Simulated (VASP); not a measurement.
Here is a VASP 6.6.1 calculation.

File INCAR:

```
SYSTEM = Na2S
PREC     = Accurate       ! precision mode
ENCUT    = 500            ! plane-wave cutoff, eV
EDIFF    = 1E-7           ! SCF threshold, eV
ISMEAR   = 0              ! smearing method
SIGMA    = 0.01           ! smearing width, eV
LREAL    = .FALSE.        ! projectors in reciprocal space
LASPH    = .TRUE.         ! aspherical terms in the spheres
NELM     = 120            ! most SCF steps
ALGO     = Normal         ! electronic algorithm
ISIF     = 3              ! what is computed and relaxed
LWAVE    = .FALSE.        ! write WAVECAR
LCHARG   = .FALSE.        ! write CHGCAR
GGA      = PS             ! functional
IBRION   = 2              ! ionic algorithm
NSW      = 100            ! ionic steps
EDIFFG   = -0.002         ! ionic threshold
PSTRESS  = 150.0        
GGA_COMPAT= .FALSE.      
NELMIN   = 4
```

The input KPOINTS:

```
regular mesh
0
G
  6 6 6
  0 0 0
```

Contents of POSCAR:

```
Na2S
1.0
    0.0000000000      3.2506202990      3.2506202990
    3.2506202990      0.0000000000      3.2506202990
    3.2506202990      3.2506202990      0.0000000000
Na S
2 1
Direct
    0.2500000000      0.2500000000      0.2500000000
    0.7500000000      0.7500000000      0.7500000000
    0.0000000000      0.0000000000      0.0000000000
```

Potentials or basis: VASP PAW PBE potentials, release 64 (Na_pv, S).

Launch:

```sh
$ cat potpaw_PBE.64/Na_pv/POTCAR potpaw_PBE.64/S/POTCAR > POTCAR
$ mpirun -np 1 vasp_std > vasp.out
```

Problem. Estimate the band gap on the k mesh.

Solution. 3.45 eV, direct.

Problem. Estimate the relaxed volume.

Solution. 17.39 Å³/atom.

Problem. What does it give for the space group after relaxing (to 0.05 Å)?

Solution. Fm-3m (No. 225).

Problem. Predict the relaxed cell.

Solution. a = 4.194 Å, b = 4.194 Å, c = 4.194 Å, α = 60.00°, β = 60.00°, γ = 60.00°.

Final structure:
```
Na S
1.0
     0.00000    2.96577    2.96577
     2.96577    0.00000    2.96577
     2.96577    2.96577    0.00000
Na S
2 1
Direct
  0.25000 0.25000 0.25000
  0.75000 0.75000 0.75000
  0.00000 0.00000 0.00000
```

Caveat: the cell is relaxed towards a set pressure, so the enthalpy falls and the energy may rise; the volume moved by over 15 % at a fixed basis, so the end points are rough; the PAW data sets were made with another functional, which shifts forces and pressure a little. A hybrid or GW would open this gap; PBEsol tends to underestimate it.
